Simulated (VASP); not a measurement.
Crystal: Au.

```xyz
3
Lattice="4.5761 0.0000 0.0000 -2.2881 3.9630 0.0000 0.0000 0.0000 2.8052" Properties=species:S:1:pos:R:3 pbc="T T T"
Au    0.0000    0.0000    0.0000
Au    0.0000    2.6420    1.4026
Au    2.2881    1.3210    1.4026
```

This isn't the form of Au at room conditions, which is fcc.

- Program: VASP 6.6.1
- Task: relaxation of cell and atoms
- Functional: r2SCAN
- Potentials or basis: VASP PAW PBE potentials, release 64 (Au)
- Cutoff: 600 eV
- k mesh: 8 × 8 × 11
- Occupations: fermi-dirac, width 0.1 eV
- Spin: no spin polarisation

At the start: pressure 10.1 GPa; volume 16.96 Å³/atom.

Problem. Where does the relaxation end?

Solution. Over 6 steps the energy falls by 34.2 meV/atom and the volume is 17.95 Å³/atom (+5.9 %); space group P6/mmm (No. 191, to 0.1 Å) before and after.

The path:
```csv
step,energy change (eV),largest force (eV/Å),pressure (GPa),volume (Å³)
1,0.0000,0.0000,10.14,50.87
2,0.0905,0.0000,-10.43,59.17
3,-0.0975,0.0000,-0.45,54.08
4,-0.0975,0.0000,-0.32,54.01
5,-0.1021,0.0000,-0.07,53.90
6,-0.1025,0.0000,0.05,53.85
```

Final structure:
```
Au
1.0
     4.70619    0.00000    0.00000
    -2.35310    4.07568    0.00000
     0.00000    0.00000    2.80771
Au
3
Direct
  0.00000 0.00000 0.00000
  0.33333 0.66667 0.50000
  0.66667 0.33333 0.50000
```

Caveat: the PAW data sets were made with another functional, which shifts forces and pressure a little.
